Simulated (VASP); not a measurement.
Set up this calculation in VASP 6.6.1, as the native input.

- Task: single point
- Functional: PBE
- Potentials or basis: VASP PAW PBE potentials, release 64 (Si, Ge_d)
- Cutoff: 410 eV
- k mesh: 2 × 2 × 2
- Occupations: gaussian, width 0.05 eV
- Spin: no spin polarisation
- Dipole correction: no
- Further INCAR settings: ALGO = Normal; EDIFF = 1e-06; NBANDS = 53

The structure of Si16Ge (a cell with a defect) lies in POSCAR:

```
Si16Ge
1.0
    0.0000000000      5.4300000000      5.4300000000
    5.4300000000      0.0000000000      5.4300000000
    5.4300000000      5.4300000000      0.0000000000
Si Ge
16 1
Direct
   -0.0001076427     -0.0003301105     -0.0003058011
    0.1209845304      0.1209469613      0.1209524862
   -0.0046163904     -0.0048123389      0.5043298343
    0.1211602210      0.1210000000      0.6363228361
   -0.0046188766      0.5043116943     -0.0047921731
    0.1211570902      0.6363038674      0.1210139963
   -0.0046748619      0.5043256906      0.5043444751
    0.1273477901      0.6239606814      0.6239814917
    0.5044718232     -0.0047931860     -0.0047705341
    0.6364751381      0.1210337017      0.1210504604
    0.5045009208     -0.0048642726      0.5043504604
    0.6241453039      0.1271360958      0.6239832413
    0.5045000000      0.5043307551     -0.0048425414
    0.6241447514      0.6239620626      0.1271605893
    0.4999074586      0.4996792818      0.4997056169
    0.6240720074      0.6239108656      0.6239298343
    0.2498782689      0.2497022099      1.2497206262
```

These files were run (other wordings do the same):

INCAR

```
ALGO = Normal
EDIFF = 1E-6
ENCUT = 410
GGA = PE
GGA_COMPAT = False
ISIF = 2
ISMEAR = 0
LASPH = True
LCHARG = False
LREAL = False
LWAVE = False
NBANDS = 53
NELM = 120
PREC = Accurate
SIGMA = 0.05
```

KPOINTS

```
k-points
0
Gamma
  2 2 2
```

Potentials or basis: VASP PAW PBE potentials, release 64 (Si, Ge_d).

Launch:

```bash
$ cat potpaw_PBE.64/Si/POTCAR potpaw_PBE.64/Ge_d/POTCAR > POTCAR
$ mpirun -np 1 vasp_std > vasp.out
```

It gave:

```json
{"Pressure": "6.7 GPa", "Largest force": "0.030 eV/Å", "Band gap on the k mesh": "zero (band 39 reaches 6.99 eV, above the bottom of band 40 at 6.68 eV)"}
```

Caveat: the k points lie up to 0.50 Å⁻¹ apart.

Run time: 96 s on 1 thread of AMD EPYC 9R45 96-Core Processor (Zen 5), on a shared host, peak memory 0.38 GiB.
